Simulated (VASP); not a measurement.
# Cu (C2/m) in VASP: notebook, part 2 of 2

VASP 6.6.1. Earlier steps stand in the parts before.

## 4. Single point, PBE (atoms displaced along a vibrational mode)

The input, INCAR:

```
PREC = Accurate
ENCUT = 520
EDIFF = 1E-6
ISMEAR = 0
SIGMA = 0.15
LREAL = F
LASPH = T
NELM = 60
ALGO = Fast
ISIF = 2
LWAVE = F
LCHARG = T
GGA = PE
LELF = T
LVHAR = T
NBANDS = 18
```

The input, KPOINTS:

```
regular mesh
0
Gamma
  21 21 10
```

The input, POSCAR:

```
Cu
1.0
    2.5672412656      0.0000000000      0.0000000000
   -1.2836206328      2.2232961536      0.0000000000
    0.0000000000      0.0000000000      4.1920560930
Cu
2
Direct
    0.3162415932      0.6324831865      0.2149336753
    0.6837584068      0.3675168135      0.7850663247
```

Potentials or basis: VASP PAW PBE potentials, release 64 (Cu).

Launch:

```bash
> cat potpaw_PBE.64/Cu/POTCAR > POTCAR
> mpirun -np 1 vasp_std > vasp.out
```

OUTCAR:

```text
PREC = Accurate
   ENCUT = 520
   EDIFF = 1E-6
   ISMEAR = 0
   LREAL = F
   LASPH = T
   NELM = 60
   ISIF = 2
   GGA = PE

 ion  position               nearest neighbor table
   1  0.316  0.632  0.215-   2 2.29   2 2.29   2 2.43   2 2.78   2 2.78
   2  0.684  0.368  0.785-   1 2.29   1 2.29   1 2.43   1 2.78   1 2.78

  LATTYP: Found a hexagonal cell.
 ALAT       =     2.5672412656
 C/A-ratio  =     1.6329030501

  Lattice vectors:

 A1 = (   2.5672412656,   0.0000000000,   0.0000000000)
 A2 = (  -1.2836206328,   2.2232961536,   0.0000000000)
 A3 = (   0.0000000000,   0.0000000000,   4.1920560930)

Analysis of symmetry for initial positions (statically):
=====================================================================
 Subroutine PRICEL returns:
 Original cell was already a primitive cell.

 Routine SETGRP: Setting up the symmetry group for a
 hexagonal supercell.

 Subroutine GETGRP returns: Found  4 space group operations
 (whereof  4 operations were pure point group operations)
[... 161 lines left out ...]
  free energy    TOTEN  =        -7.09745211 eV

  energy without entropy =       -7.08952082  energy(sigma->0) =       -7.09348646

 E-fermi :   7.4708     XC(G=0): -12.6033

 val. band max:        7.4679330869   @ k =  -0.2381  -0.4762   0.1000
 cond. band min:       7.4711140304   @ k =  -0.4762  -0.2857   0.1000
 fundamental gap:      0.0031809434
 Fermi energy:         7.4707642078

 k-point     1 :       0.0000    0.0000    0.0000
  band No.  band energies     occupation
      1      -1.8905      2.00000
      2       2.2602      2.00000
      3       4.2662      2.00000
      4       4.3167      2.00000
      5       4.3688      2.00000
      6       4.3832      2.00000
[... 481 lines left out ...]
      5       4.4149      2.00000
      6       4.5470      2.00000
[... 10 lines left out ...]
     17      31.1521      0.00000
     18      31.5024      0.00000

 [... further k-points ...]

------------------------ aborting loop because EDIFF is reached ----------------------------------------

  FORCE on cell =-STRESS in cart. coord.  units (eV):
  Direction    XX          YY          ZZ          XY          YZ          ZX
  --------------------------------------------------------------------------------------
  -------------------------------------------------------------------------------------
  Total        1.3604486      0.4696109      2.2551938      0.0000000      0.4134019      0.0000000
  in kB       91.0964900     31.4454371    151.0091823      0.0000000     27.6816512      0.0000000
  external PRESSURE =      91.1837031 kB  Pullay stress =       0.0000000 kB

 VOLUME and BASIS-vectors are now :
 -----------------------------------------------------------------------------
  energy-cutoff  :      520.00
  volume of cell :       23.93
      direct lattice vectors                 reciprocal lattice vectors
     2.567241266  0.000000000  0.000000000     0.389523187  0.224891317  0.000000000
    -1.283620633  2.223296154  0.000000000     0.000000000  0.449782634  0.000000000
     0.000000000  0.000000000  4.192056093     0.000000000  0.000000000  0.238546426

 POSITION                                       TOTAL-FORCE (eV/Angst)
 -----------------------------------------------------------------------------------
     -0.00000      1.40620      0.90101         0.000000      0.273028      2.430869
      1.28362      0.81710      3.29104         0.000000     -0.273028     -2.430869
 -----------------------------------------------------------------------------------
    total drift:                                0.000000     -0.000000      0.000000

  FREE ENERGIE OF THE ION-ELECTRON SYSTEM (eV)
  ---------------------------------------------------
  free  energy   TOTEN  =        -7.0974521121 eV

  energy  without entropy=       -7.0895208163  energy(sigma->0) =       -7.09348646
```

OSZICAR:

```text
N       E                     dE             d eps       ncg     rms          rms(c)
DAV:   1     0.123232226431E+03    0.12323E+03   -0.10574E+04 45352   0.219E+03
DAV:   2    -0.267314838224E+01   -0.12591E+03   -0.11948E+03 42090   0.286E+02
DAV:   3    -0.877104626368E+01   -0.60979E+01   -0.58801E+01 46936   0.862E+01
DAV:   4    -0.883792952138E+01   -0.66883E-01   -0.66837E-01 49212   0.968E+00
DAV:   5    -0.883885808300E+01   -0.92856E-03   -0.92853E-03 51136   0.992E-01    0.106E+01
RMM:   6    -0.774099265512E+01    0.10979E+01   -0.10003E+01 49073   0.561E+01    0.583E+00
RMM:   7    -0.712085562401E+01    0.62014E+00   -0.17781E+00 48486   0.248E+01    0.146E+00
RMM:   8    -0.709855049394E+01    0.22305E-01   -0.76310E-02 48954   0.246E+00    0.173E-01
RMM:   9    -0.709842819400E+01    0.12230E-03   -0.21253E-02 50343   0.270E+00    0.334E-01
RMM:  10    -0.709732145738E+01    0.11067E-02   -0.60562E-03 59222   0.737E-01    0.500E-02
RMM:  11    -0.709744479871E+01   -0.12334E-03   -0.15711E-03 56305   0.338E-01    0.246E-02
RMM:  12    -0.709745472593E+01   -0.99272E-05   -0.17502E-04 52095   0.163E-01    0.266E-02
RMM:  13    -0.709745161633E+01    0.31096E-05   -0.95461E-05 52887   0.111E-01    0.711E-03
RMM:  14    -0.709745210294E+01   -0.48661E-06   -0.10141E-05 49782   0.293E-02    0.473E-03
RMM:  15    -0.709745211208E+01   -0.91372E-08   -0.13560E-06 30162   0.156E-02
   1 F= -.70974521E+01 E0= -.70934865E+01  d E =-.793130E-02
```

stdout:

```text
POSCAR found type information on POSCAR Cu
 POSCAR found :  1 types and       2 ions
 scaLAPACK will be used
 LDA part: xc-table for (Slater+PW92), standard interpolation
 POSCAR, INCAR and KPOINTS ok, starting setup
 FFT: planning ... GRIDC
 FFT: planning ... GRID_SOFT
 FFT: planning ... GRID
 WAVECAR not read
 entering main loop
WARNING in EDDRMM: call to ZHEGV failed, returncode =   6  3     15
WARNING in EDDRMM: call to ZHEGV failed, returncode =   6  3     17
WARNING in EDDRMM: call to ZHEGV failed, returncode =   6  3     14
WARNING in EDDRMM: call to ZHEGV failed, returncode =   6  3     14
WARNING in EDDRMM: call to ZHEGV failed, returncode =   6  3     15
WARNING in EDDRMM: call to ZHEGV failed, returncode =   6  3     18
WARNING in EDDRMM: call to ZHEGV failed, returncode =   6  3     15
WARNING in EDDRMM: call to ZHEGV failed, returncode =   6  3     17
WARNING in EDDRMM: call to ZHEGV failed, returncode =   6  3     18
WARNING in EDDRMM: call to ZHEGV failed, returncode =   6  3     18
WARNING in EDDRMM: call to ZHEGV failed, returncode =   6  3     17
```

Run time: 11 min. Hardware: 1 thread of Intel Xeon 8259CL, shared host; peak memory 0.49 GiB.

Results:

```yaml
Free_energy: -7.0975 eV
Pressure: 9.1 GPa
Largest_force: 2.446 eV/Å
Band_gap_on_the_k_mesh: zero (bands 11 and 12 overlap by 5.71 eV)
```

Forces on the atoms (eV/Å):
```
Cu   0.000  0.273  2.431
Cu   0.000 -0.273 -2.431
```

Caveat: the cell differs from its parent crystal (atoms displaced along a vibrational mode); the cell stands under pressure; forces of over 1 eV/Å act on the atoms, so gaps and moduli don't describe the material at rest.

## 5. Overview

```csv
cell,gap on the mesh (eV),pressure (GPa),largest force (eV/Å)
"as given, atomic positions A",none,10.0,2.64
"as given, atomic positions B",none,4.1,1.41
"as given, atomic positions C",none,9.1,2.45
```

Alike in all rows: task single point; level PBE; potentials or basis VASP PAW PBE potentials, release 64 (Cu); no spin polarisation; k mesh 21 × 21 × 10; cutoff (eV) 520; smearing gaussian 0.15 eV.

Caveats: the cell stands under pressure; forces of over 1 eV/Å act on the atoms, so gaps and moduli don't describe the material at rest.

Total energies depend on the potentials used, so only differences within one code and one set of settings carry meaning.
